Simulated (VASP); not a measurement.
A run of VASP 6.6.1:

INCAR

```
ALGO     = Normal         # electronic algorithm
EDIFF    = 1E-8           # SCF threshold, eV
ENCUT    = 520            # plane-wave cutoff, eV
GGA      = CA             # functional
ISIF     = 2              # what is computed and relaxed
ISMEAR   = -1             # smearing method
LASPH    = T              # aspherical terms in the spheres
LCHARG   = F              # write CHGCAR
LEFG     = T            
LREAL    = F              # projectors in reciprocal space
LWAVE    = F              # write WAVECAR
NBANDS   = 12             # bands
NELM     = 60             # most SCF steps
PREC     = Accurate       # precision mode
SIGMA    = 0.03           # smearing width, eV
```

File KPOINTS:

```
k-points
0
Gamma
  16 16 16
```

The input POSCAR:

```
LiF
1.0
    0.0000000000      2.1825652598      2.1825652598
    2.1825652598      0.0000000000      2.1825652598
    2.1825652598      2.1825652598      0.0000000000
Li F
1 1
Direct
    0.0000000000      0.0000000000      0.0000000000
    0.2500000000      0.2500000000      0.2500000000
```

Potentials or basis: VASP PAW LDA potentials, release 64 (Li_sv, F).

Command:

```console
$ cat potpaw_LDA.64/Li_sv/POTCAR potpaw_LDA.64/F/POTCAR > POTCAR
$ mpirun -np 1 vasp_std > vasp.out
```

Hardware: 1 thread of Intel(R) Xeon(R) Platinum 8488C (Sapphire Rapids) (shared host).

Task: How long does it take, and how much memory?

Result: It took 19 s on 1 thread of Intel(R) Xeon(R) Platinum 8488C (Sapphire Rapids), on a shared host, peak memory 0.14 GiB. Counts: scf iterations 14, k points 145.
